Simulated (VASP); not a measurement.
A run of VASP 6.6.1:

Contents of INCAR:

```
SYSTEM = InSb
PREC = Accurate
ENCUT = 520
EDIFF = 1E-6
ISMEAR = 0
SIGMA = 0.1
LREAL = .FALSE.
LASPH = .TRUE.
NELM = 100
ALGO = Normal
ISIF = 2
LWAVE = .FALSE.
LCHARG = .TRUE.
GGA = PE
LELF = .TRUE.
LVHAR = .TRUE.
NBANDS = 16
```

Contents of KPOINTS:

```
Automatic mesh
0
G
  12 12 12
  0 0 0
```

Contents of POSCAR:

```
InSb
1.0
    0.0000000000      3.3174249877      3.3174249877
    3.3174249877      0.0000000000      3.3174249877
    3.3174249877      3.3174249877      0.0000000000
In Sb
1 1
Direct
    0.0000000000      0.0000000000      0.0000000000
    0.2500000000      0.2500000000      0.2500000000
```

Potentials or basis: VASP PAW PBE potentials, release 64 (In_d, Sb).

Command:

```console
$ cat potpaw_PBE.64/In_d/POTCAR potpaw_PBE.64/Sb/POTCAR > POTCAR
$ mpirun -np 1 vasp_std > vasp.out
```

Hardware: 1 thread of AMD EPYC 7R43 64-Core Processor (Zen 3), on a shared host.

Problem. How long does it take, and how much memory?

Solution. Run time: 89 s on 1 thread of AMD EPYC 7R43 64-Core Processor (Zen 3), with other jobs on the host, peak memory 0.22 GiB. Counts: scf iterations 13, k points 72.
